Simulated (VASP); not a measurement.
# Rh (Fm-3m) in VASP: notebook, part 2 of 2

VASP 6.6.1. Earlier steps stand in the parts before.

## 3. Single point, PBE

The input, INCAR:

```
ALGO     = Normal         # electronic algorithm
EDIFF    = 1E-6           # SCF threshold, eV
ENCUT    = 520            # plane-wave cutoff, eV
GGA      = PE             # functional
ISIF     = 2              # what is computed and relaxed
ISMEAR   = -1             # smearing method
LASPH    = True           # aspherical terms in the spheres
LCHARG   = False          # write CHGCAR
LREAL    = False          # projectors in reciprocal space
LWAVE    = False          # write WAVECAR
NBANDS   = 14             # bands
NELM     = 100            # most SCF steps
PREC     = Accurate       # precision mode
SIGMA    = 0.05           # smearing width, eV
```

The input, KPOINTS:

```
k-points
0
Gamma
  18 18 18
```

The input, POSCAR:

```
Rh
1.0
    0.0000000000      1.8634412961      1.8634412961
    1.8634412961      0.0000000000      1.8634412961
    1.8634412961      1.8634412961      0.0000000000
Rh
1
Direct
    0.0000000000      0.0000000000      0.0000000000
```

Potentials or basis: VASP PAW PBE potentials, release 64 (Rh_pv).

The run is started by

```
$ cat potpaw_PBE.64/Rh_pv/POTCAR > POTCAR
$ mpirun -np 1 vasp_std > vasp.out
```

OUTCAR:

```text
EDIFF = 1E-6
   ENCUT = 520
   GGA = PE
   ISIF = 2
   ISMEAR = -1
   LASPH = True
   LREAL = False
   NELM = 100
   PREC = Accurate

 ion  position               nearest neighbor table
   1  0.000  0.000  0.000-

  LATTYP: Found a face centered cubic cell.
 ALAT       =     3.7268825922

  Lattice vectors:

 A1 = (   0.0000000000,   1.8634412961,   1.8634412961)
 A2 = (   1.8634412961,   0.0000000000,   1.8634412961)
 A3 = (   1.8634412961,   1.8634412961,   0.0000000000)

Analysis of symmetry for initial positions (statically):
=====================================================================
 Subroutine PRICEL returns:
 Original cell was already a primitive cell.

 Routine SETGRP: Setting up the symmetry group for a
 face centered cubic supercell.

 Subroutine GETGRP returns: Found 48 space group operations
 (whereof 48 operations were pure point group operations)
 out of a pool of 48 trial point group operations.

The static configuration has the point symmetry O_h .

Analysis of symmetry for dynamics (positions and initial velocities):
=====================================================================
 Subroutine PRICEL returns:
 Original cell was already a primitive cell.

 Routine SETGRP: Setting up the symmetry group for a
 face centered cubic supercell.

 Subroutine GETGRP returns: Found 48 space group operations
 (whereof 48 operations were pure point group operations)
 out of a pool of 48 trial point group operations.

The dynamic configuration has the point symmetry O_h .

 Subroutine INISYM returns: Found 48 space group operations
 (whereof 48 operations are pure point group operations),
 and found     1 'primitive' translations

----------------------------------------------------------------------------------------

                                     Primitive cell

  volume of cell :      12.9413

  direct lattice vectors                    reciprocal lattice vectors
[... 108 lines left out ...]
  Thomas-Fermi vector in A             =   2.796256
   LORBIT       =      0    0 simple, 1 ext, 2 COOP (PROOUT), +10 PAW based schemes
   GGA     = PE    functional components
   LHFCALC =     F    Hartree Fock is set to
   AEXX    =    0.0000 exact exchange contribution
   IVDW    =     0    specifies the selected vdW correction
   LEPSILON=     F    determine dielectric tensor
   LRPA    =     F    only Hartree local field effects (RPA)
 non-spin polarized calculation
  energy-cutoff  :      520.00
  volume of cell :       12.94
 maximum number of plane-waves:       360
   NGX =  9   NGY =  9   NGZ =  9

 number of electron      14.9999996 magnetization

 Free energy of the ion-electron system (eV)
  ---------------------------------------------------
  ext. energy  EPLUGINS =         0.00000000
  ---------------------------------------------------
  free energy    TOTEN  =        -7.18024550 eV

  energy without entropy =       -7.17025241  energy(sigma->0) =       -7.17524895

 E-fermi :  13.0551     XC(G=0): -14.4268

 val. band max:       13.0504087968   @ k =  -0.2778   0.3333   0.1111
 cond. band min:      13.0555595199   @ k =   0.5000   0.3889   0.0556
 fundamental gap:      0.0051507231
 Fermi energy:        13.0550829398

 k-point     1 :       0.0000    0.0000    0.0000
  band No.  band energies     occupation
      1     -33.4398      2.00000
      2     -33.4398      2.00000
      3     -33.4398      2.00000
      4       4.6403      2.00000
      5       9.6677      2.00000
      6       9.6677      2.00000
      7       9.6677      2.00000
      8      11.9623      2.00000
      9      11.9623      2.00000
     10      28.9845      0.00000
     11      33.3930      0.00000
     12      34.7949      0.00000
     13      34.7949      0.00000
     14      34.7949      0.00000
[... 377 lines left out ...]
      1     -33.8764      2.00000
      2     -33.5281      2.00000
      3     -33.4888      2.00000
      4       6.5250      2.00000
      5       9.3167      2.00000
      6      10.0934      2.00000
      7      10.1483      2.00000
      8      11.7390      2.00000
      9      12.4954      1.99997
     10      28.9259      0.00000
     11      31.0045      0.00000
     12      33.3939      0.00000
     13      36.6755      0.00000
     14      38.5095      0.00000

 [... further k-points ...]
[... 5 lines left out ...]
  --------------------------------------------------------------------------------------
  -------------------------------------------------------------------------------------
  Total        2.1077365      2.1077365      2.1077365     -0.0000000      0.0000000      0.0000000
  in kB      260.9454660    260.9454660    260.9454660     -0.0000000      0.0000000      0.0000000
  external PRESSURE =     260.9454660 kB  Pullay stress =       0.0000000 kB

 VOLUME and BASIS-vectors are now :
 -----------------------------------------------------------------------------
  energy-cutoff  :      520.00
  volume of cell :       12.94
      direct lattice vectors                 reciprocal lattice vectors
     0.000000000  1.863441296  1.863441296    -0.268320768  0.268320768  0.268320768
     1.863441296  0.000000000  1.863441296     0.268320768 -0.268320768  0.268320768
     1.863441296  1.863441296  0.000000000     0.268320768  0.268320768 -0.268320768

 POSITION                                       TOTAL-FORCE (eV/Angst)
 -----------------------------------------------------------------------------------
      0.00000      0.00000      0.00000        -0.000000     -0.000000     -0.000000
 -----------------------------------------------------------------------------------
    total drift:                                0.000000     -0.000000      0.000000

  FREE ENERGIE OF THE ION-ELECTRON SYSTEM (eV)
  ---------------------------------------------------
  free  energy   TOTEN  =        -7.1802454967 eV

  energy  without entropy=       -7.1702524054  energy(sigma->0) =       -7.17524895
```

OSZICAR:

```text
N       E                     dE             d eps       ncg     rms          rms(c)
DAV:   1     0.120516731631E+03    0.12052E+03   -0.86987E+03  5476   0.116E+03
DAV:   2    -0.612030525250E+01   -0.12664E+03   -0.12132E+03  6102   0.345E+02
DAV:   3    -0.766096458115E+01   -0.15407E+01   -0.15381E+01  6450   0.417E+01
DAV:   4    -0.766632309848E+01   -0.53585E-02   -0.53584E-02  6156   0.252E+00
DAV:   5    -0.766636702636E+01   -0.43928E-04   -0.43927E-04  6312   0.202E-01    0.119E+01
DAV:   6    -0.720652747087E+01    0.45984E+00   -0.70233E-01  5700   0.119E+01    0.446E+00
DAV:   7    -0.718413369184E+01    0.22394E-01   -0.24102E-02  6348   0.203E+00    0.190E+00
DAV:   8    -0.718045960641E+01    0.36741E-02   -0.44220E-03  5706   0.912E-01    0.285E-01
DAV:   9    -0.718024387360E+01    0.21573E-03   -0.15533E-04  5778   0.176E-01    0.111E-02
DAV:  10    -0.718024526588E+01   -0.13923E-05   -0.29803E-06  6082   0.216E-02    0.428E-03
DAV:  11    -0.718024549668E+01   -0.23080E-06   -0.39936E-07  2982   0.897E-03
   1 F= -.71802455E+01 E0= -.71752490E+01  d E =-.999309E-02
```

Run time: 24 s. Hardware: 1 thread of Intel Xeon Platinum 8259CL at 2.50GHz (Skylake/Cascade Lake), shared host; peak memory 0.15 GiB.

Results:

```
Free energy            : -7.1802 eV
Pressure               : 26.1 GPa
Band gap on the k mesh : zero (an odd number of electrons rules out a gap without spin polarisation)
```

Caveat: the cell stands under pressure.

## 4. Relaxation of cell and atoms, PBE, target pressure 26 GPa, at which the enthalpy is minimised

The input, INCAR:

```
SYSTEM = Rh
PREC = Accurate
ENCUT = 600
EDIFF = 1E-6
ISMEAR = -1
SIGMA = 0.05
LREAL = .False.
LASPH = .True.
NELM = 60
ALGO = Normal
ISIF = 3
LWAVE = .False.
LCHARG = .False.
GGA = PE
IBRION = 2
NSW = 60
EDIFFG = -0.005
PSTRESS = 260.0
```

The input, KPOINTS:

```
regular mesh
0
Gamma
  18 18 18
  0 0 0
```

The input, POSCAR:

```
Rh
1.0
    0.0000000000      1.8638229648      1.8638229648
    1.8638229648      0.0000000000      1.8638229648
    1.8638229648      1.8638229648      0.0000000000
Rh
1
Direct
    0.0000000000      0.0000000000      0.0000000000
```

Potentials or basis: VASP PAW PBE potentials, release 64 (Rh_pv).

The run is started by

```
$ cat potpaw_PBE.64/Rh_pv/POTCAR > POTCAR
$ mpirun -np 1 vasp_std > vasp.out
```

OUTCAR:

```text
SYSTEM = Rh
   PREC = Accurate
   ENCUT = 600
   EDIFF = 1E-6
   ISMEAR = -1
   LREAL = .False.
   LASPH = .True.
   NELM = 60
   ISIF = 3
   GGA = PE
   IBRION = 2
   NSW = 60
   EDIFFG = -0.005
   PSTRESS = 260.0

 ion  position               nearest neighbor table
   1  0.000  0.000  0.000-

  LATTYP: Found a face centered cubic cell.
 ALAT       =     3.7276459296

  Lattice vectors:

 A1 = (   0.0000000000,   1.8638229648,   1.8638229648)
 A2 = (   1.8638229648,   0.0000000000,   1.8638229648)
 A3 = (   1.8638229648,   1.8638229648,   0.0000000000)

Analysis of symmetry for initial positions (statically):
=====================================================================
 Subroutine PRICEL returns:
 Original cell was already a primitive cell.

 Routine SETGRP: Setting up the symmetry group for a
 face centered cubic supercell.

[... 249 lines left out ...]
 E-fermi :  13.0570     XC(G=0): -14.4272

 val. band max:       13.0523213007   @ k =  -0.2778   0.3333   0.1111
 cond. band min:      13.0574577679   @ k =   0.5000   0.3889   0.0556
 fundamental gap:      0.0051364673
 Fermi energy:        13.0569898778

 k-point     1 :       0.0000    0.0000    0.0000
  band No.  band energies     occupation
      1     -33.4384      2.00000
      2     -33.4384      2.00000
      3     -33.4384      2.00000
      4       4.6415      2.00000
      5       9.6690      2.00000
      6       9.6690      2.00000
      7       9.6690      2.00000
      8      11.9640      2.00000
      9      11.9640      2.00000
     10      28.9866      0.00000
     11      33.3975      0.00000
[... 309 lines left out ...]
 k-point    24 :      -0.2222    0.0556    0.0000
  band No.  band energies     occupation
      1     -33.8751      2.00000
      2     -33.5268      2.00000
      3     -33.4874      2.00000
      4       6.5263      2.00000
      5       9.3181      2.00000
      6      10.0948      2.00000
      7      10.1497      2.00000
      8      11.7407      2.00000
      9      12.4972      1.99997
     10      28.9285      0.00000
     11      31.0071      0.00000

 [... further k-points ...]
[... 5 lines left out ...]
  --------------------------------------------------------------------------------------
  -------------------------------------------------------------------------------------
  Total        2.1007973      2.1007973      2.1007973      0.0000000      0.0000000     -0.0000000
  in kB      260.1139291    260.1139291    260.1139291      0.0000000      0.0000000     -0.0000000
  external PRESSURE =       0.1139291 kB  Pullay stress =     260.0000000 kB
[... 20 lines left out ...]
  energy  without entropy=       -7.1701381586  energy(sigma->0) =       -7.17513407

  enthalpy is  TOTEN    =        -5.0802527809 eV   P V=        2.0998772052

 reached required accuracy - stopping structural energy minimisation
```

OSZICAR:

```text
N       E                     dE             d eps       ncg     rms          rms(c)
DAV:   1     0.123984911950E+03    0.12398E+03   -0.10113E+04  4290   0.164E+03
DAV:   2    -0.607293090693E+01   -0.13006E+03   -0.12482E+03  4410   0.412E+02
[... 16 lines left out ...]
   2 F= -.50801581E+01 E0= -.50751830E+01  d E =0.868428E-04
       N       E                     dE             d eps       ncg     rms          rms(c)
DAV:   1    -0.718193015956E+01   -0.71161E-02   -0.27465E-02  4521   0.280E+00    0.315E-01
DAV:   2    -0.718015805475E+01    0.17721E-02   -0.40521E-03  4443   0.987E-01    0.572E-02
DAV:   3    -0.718013083884E+01    0.27216E-04   -0.83189E-05  4710   0.129E-01    0.296E-02
DAV:   4    -0.718012968719E+01    0.11516E-05   -0.15011E-05  4587   0.578E-02    0.251E-03
DAV:   5    -0.718012998612E+01   -0.29893E-06   -0.35968E-07  2751   0.980E-03
   3 F= -.50802528E+01 E0= -.50752569E+01  d E =-.788073E-05
```

CONTCAR:

```text
Rh
   1.00000000000000
    -0.0000000000000000    1.8633754927258734    1.8633754927258734
     1.8633754927258734    0.0000000000000000    1.8633754927258734
     1.8633754927258734    1.8633754927258734    0.0000000000000000
  Rh
     1
Direct
     0.0000000000000000    0.0000000000000000    0.0000000000000000

  0.00000000E+00  0.00000000E+00  0.00000000E+00
```

It took 56 s on 1 thread of Intel Xeon Platinum 8259CL at 2.50GHz (Skylake/Cascade Lake), shared host; peak memory 0.16 GiB.

What came out:

| Property | Result |
| --- | --- |
| Free energy | -7.1801 eV |
| Relaxed volume | 12.94 Å³/atom |
| Relaxed cell | a = 2.635 Å, b = 2.635 Å, c = 2.635 Å, α = 60.00°, β = 60.00°, γ = 60.00° |
| Space group after relaxing (to 0.1 Å) | Fm-3m (No. 225) |
| Energy change on relaxing (the run minimises the enthalpy) | +1.5 meV/atom |
| Ionic steps | 3 |
| Pressure after relaxing | 26.0 GPa |
| Band gap on the k mesh | zero (an odd number of electrons rules out a gap without spin polarisation) |

The path:
| step | energy change (eV) | largest force (eV/Å) | pressure (GPa) | volume (Å³) |
| --- | --- | --- | --- | --- |
| 1 | 0.0000 | 0.0000 | 25.73 | 12.95 |
| 2 | 0.0068 | 0.0000 | 26.95 | 12.91 |
| 3 | 0.0015 | 0.0000 | 26.01 | 12.94 |

Final structure:
```
Rh
1.0
     0.00000    1.86338    1.86338
     1.86338    0.00000    1.86338
     1.86338    1.86338    0.00000
Rh
1
Direct
  0.00000 0.00000 0.00000
```

Caveat: the cell is relaxed towards a set pressure, so the run minimises the enthalpy, not the energy.

## 5. Relaxation of cell and atoms, PBE, target pressure 26 GPa, at which the enthalpy is minimised

The input, INCAR:

```
SYSTEM = Rh
PREC = Accurate
ENCUT = 600
EDIFF = 1E-6
ISMEAR = -1
SIGMA = 0.05
LREAL = .FALSE.
LASPH = .TRUE.
NELM = 60
ALGO = Normal
ISIF = 3
LWAVE = .FALSE.
LCHARG = .FALSE.
GGA = PE
IBRION = 2
NSW = 32
EDIFFG = -0.005
PSTRESS = 260.0
```

The input, KPOINTS:

```
Automatic mesh
0
G
  18 18 18
  0 0 0
```

The input, POSCAR:

```
Rh
1.0
    0.0000000000      1.8635090825      1.8635090825
    1.8635090825      0.0000000000      1.8635090825
    1.8635090825      1.8635090825      0.0000000000
Rh
1
Direct
    0.0000000000      0.0000000000      0.0000000000
```

Potentials or basis: VASP PAW PBE potentials, release 64 (Rh_pv).

The run is started by

```
$ cat potpaw_PBE.64/Rh_pv/POTCAR > POTCAR
$ mpirun -np 1 vasp_std > vasp.out
```

OUTCAR:

```text
SYSTEM = Rh
   PREC = Accurate
   ENCUT = 600
   EDIFF = 1E-6
   ISMEAR = -1
   LREAL = .FALSE.
   LASPH = .TRUE.
   NELM = 60
   ISIF = 3
   GGA = PE
   IBRION = 2
   NSW = 32
   EDIFFG = -0.005
   PSTRESS = 260.0

 ion  position               nearest neighbor table
   1  0.000  0.000  0.000-

  LATTYP: Found a face centered cubic cell.
 ALAT       =     3.7270181650

  Lattice vectors:

 A1 = (   0.0000000000,   1.8635090825,   1.8635090825)
 A2 = (   1.8635090825,   0.0000000000,   1.8635090825)
 A3 = (   1.8635090825,   1.8635090825,   0.0000000000)

Analysis of symmetry for initial positions (statically):
=====================================================================
 Subroutine PRICEL returns:
 Original cell was already a primitive cell.

 Routine SETGRP: Setting up the symmetry group for a
 face centered cubic supercell.

[... 249 lines left out ...]
 E-fermi :  13.0568     XC(G=0): -14.4272

 val. band max:       13.0520941935   @ k =  -0.2778   0.3333   0.1111
 cond. band min:      13.0572310318   @ k =   0.5000   0.3889   0.0556
 fundamental gap:      0.0051368384
 Fermi energy:        13.0567639533

 k-point     1 :       0.0000    0.0000    0.0000
  band No.  band energies     occupation
      1     -33.4385      2.00000
      2     -33.4385      2.00000
      3     -33.4385      2.00000
      4       4.6416      2.00000
      5       9.6689      2.00000
      6       9.6689      2.00000
      7       9.6689      2.00000
      8      11.9637      2.00000
      9      11.9637      2.00000
     10      28.9865      0.00000
     11      33.3970      0.00000
[... 309 lines left out ...]
 k-point    24 :      -0.2222    0.0556    0.0000
  band No.  band energies     occupation
      1     -33.8753      2.00000
      2     -33.5269      2.00000
      3     -33.4875      2.00000
      4       6.5263      2.00000
      5       9.3179      2.00000
      6      10.0946      2.00000
      7      10.1495      2.00000
      8      11.7405      2.00000
      9      12.4970      1.99997
     10      28.9283      0.00000
     11      31.0069      0.00000

 [... further k-points ...]
[... 5 lines left out ...]
  --------------------------------------------------------------------------------------
  -------------------------------------------------------------------------------------
  Total        2.1000477      2.1000477      2.1000477      0.0000000      0.0000000      0.0000000
  in kB      260.0190979    260.0190979    260.0190979      0.0000000      0.0000000      0.0000000
  external PRESSURE =       0.0190979 kB  Pullay stress =     260.0000000 kB
[... 20 lines left out ...]
  energy  without entropy=       -7.1701440654  energy(sigma->0) =       -7.17514012

  enthalpy is  TOTEN    =        -5.0802427663 eV   P V=        2.0998934099

 reached required accuracy - stopping structural energy minimisation
```

CONTCAR:

```text
Rh
   1.00000000000000
    -0.0000000000000000    1.8633802859186923    1.8633802859186923
     1.8633802859186923   -0.0000000000000000    1.8633802859186923
     1.8633802859186923    1.8633802859186923    0.0000000000000000
  Rh
     1
Direct
     0.0000000000000000    0.0000000000000000    0.0000000000000000

  0.00000000E+00  0.00000000E+00  0.00000000E+00
```

It took 47 s on 1 thread of Intel Xeon Platinum 8259CL at 2.50GHz (Skylake/Cascade Lake), shared host; peak memory 0.17 GiB.

Results:

* Free energy: -7.1801 eV
* Relaxed volume: 12.94 Å³/atom
* Relaxed cell: a = 2.635 Å, b = 2.635 Å, c = 2.635 Å, α = 60.00°, β = 60.00°, γ = 60.00°
* Space group after relaxing (to 0.1 Å): Fm-3m (No. 225)
* Energy change on relaxing (the run minimises the enthalpy): +0.4 meV/atom
* Ionic steps: 3
* Pressure after relaxing: 26.0 GPa
* Band gap on the k mesh: zero (an odd number of electrons rules out a gap without spin polarisation)

The path:
| step | energy change (eV) | largest force (eV/Å) | pressure (GPa) | volume (Å³) |
| --- | --- | --- | --- | --- |
| 1 | 0.0000 | 0.0000 | 25.92 | 12.94 |
| 2 | 0.0020 | 0.0000 | 26.29 | 12.93 |
| 3 | 0.0004 | 0.0000 | 26.00 | 12.94 |

Final structure:
```cif
data_structure
_symmetry_space_group_name_H-M 'P 1'
_symmetry_Int_Tables_number 1
_cell_length_a 2.6352
_cell_length_b 2.6352
_cell_length_c 2.6352
_cell_angle_alpha 60.000
_cell_angle_beta 60.000
_cell_angle_gamma 60.000
_cell_volume 12.94
loop_
_atom_site_label
_atom_site_type_symbol
_atom_site_fract_x
_atom_site_fract_y
_atom_site_fract_z
_atom_site_occupancy
Rh1 Rh 0.00000 0.00000 0.00000 1
```

Caveat: the cell is relaxed towards a set pressure, so the run minimises the enthalpy, not the energy.

## 6. Summary

| task | cell | cutoff (eV) | gap on the mesh (eV) | pressure (GPa) |
| --- | --- | --- | --- | --- |
| single point | a = 2.635 Å, angles 60.0°, 1 atom | 520 | none | 26.1 |
| relaxation of cell and atoms | relaxed to 26 GPa from a = 2.636 Å, angles 60.0°, 1 atom | 600 | none | 26.0 |
| relaxation of cell and atoms | relaxed to 26 GPa from a = 2.635 Å, angles 60.0°, 1 atom | 600 | none | 26.0 |

Alike in all rows: level PBE; potentials or basis VASP PAW PBE potentials, release 64 (Rh_pv); no spin polarisation; k mesh 18 × 18 × 18; smearing fermi-dirac 0.05 eV.

Caveats: the cell is relaxed towards a set pressure, so the run minimises the enthalpy, not the energy (at least some runs); the cell stands under pressure (at least some runs).

Absolute energies hang on the potentials; compare differences alone.
